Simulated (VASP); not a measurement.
Runs of VASP 6.6.1 on ZrSi2. The structure is that of space group Cmcm (No. 63), or close to it. The cells are those of the table. 

```tsv
cell	gap on the mesh (eV)	pressure (GPa)	largest force (eV/Å)
a = 7.697, b = 7.697, c = 3.720 Å, angles 90.0, 90.0, 151.8°, 6 atoms	none	(b)	0.07
a = 7.597, b = 7.597, c = 3.672 Å, angles 90.0, 90.0, 151.8°, 6 atoms	none	0.9	0.17
a = 7.442, b = 7.442, c = 3.597 Å, angles 90.0, 90.0, 151.8°, 6 atoms	none	10.3	0.38
a = 7.546, b = 7.546, c = 3.647 Å, angles 90.0, 90.0, 151.8°, 6 atoms	none	3.7	0.24
a = 7.647, b = 7.647, c = 3.696 Å, angles 90.0, 90.0, 151.8°, 6 atoms	none	(a)	0.12
a = 7.746, b = 7.746, c = 3.744 Å, angles 90.0, 90.0, 151.8°, 6 atoms	none	-6.0	0.10
a = 7.494, b = 7.494, c = 3.622 Å, angles 90.0, 90.0, 151.8°, 6 atoms	none	6.8	0.31
```

Alike in all rows: task single point; level PBE; potentials or basis VASP PAW PBE potentials, release 64 (Zr_sv, Si); no spin polarisation; k mesh 7 × 7 × 7; cutoff (eV) 520; smearing fermi-dirac 0.05 eV.

Fill in the values left out.

(a) -1.7; (b) -4.0.

Caveats: the cell stands under pressure (at least some runs); the cell stands under tension (at least some runs).

A k mesh can miss the band edges, and the runs leave out spin-orbit coupling on Zr.

A gap of «none» marks levels without a gap at the run's occupations.
